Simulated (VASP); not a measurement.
Input of a VASP 6.6.1 run:

The input INCAR:

```
SYSTEM = TmNbTe3
ALGO = Normal
EDIFF = 1E-6
ENCUT = 500
GGA = PE
GGA_COMPAT = .False.
ISIF = 2
ISMEAR = 0
ISPIN = 2
LASPH = .True.
LCHARG = .False.
LMAXMIX = 6
LORBIT = 11
LREAL = .False.
LWAVE = .False.
MAGMOM = 0 1 0 0 0
NBANDS = 32
NELM = 200
PREC = Accurate
SIGMA = 0.1
```

File KPOINTS:

```
k-points
0
Gamma
  4 4 4
  0 0 0
```

POSCAR

```
TmNbTe3
1.0
    5.4108829674      0.0000000000      0.0000000000
    0.0000000000      5.4108829674      0.0000000000
    0.0000000000      0.0000000000      5.4108829674
Tm Nb Te
1 1 3
Direct
    0.0000000000      0.0000000000      0.0000000000
    0.5000000000      0.5000000000      0.5000000000
    0.5000000000      0.5000000000      0.0000000000
    0.0000000000      0.5000000000      0.5000000000
    0.5000000000      0.0000000000      0.5000000000
```

Potentials or basis: VASP PAW PBE potentials, release 64 (Tm_3, Nb_sv, Te), 4f in core.

Launch:

```console
$ cat potpaw_PBE.64/Tm_3/POTCAR potpaw_PBE.64/Nb_sv/POTCAR potpaw_PBE.64/Te/POTCAR > POTCAR
$ mpirun -np 1 vasp_std > vasp.out
```

Problem. What does it give for the site moments?

Solution. Tm +0.13; Nb +0.43; Te -0.01 μB.

Problem. Estimate the pressure.

Solution. 0.1 GPa.

Problem. What does it give for the net moment?

Solution. 0.77 μB per cell.

Caveat: the magnetic or orbital state may not be the lowest.
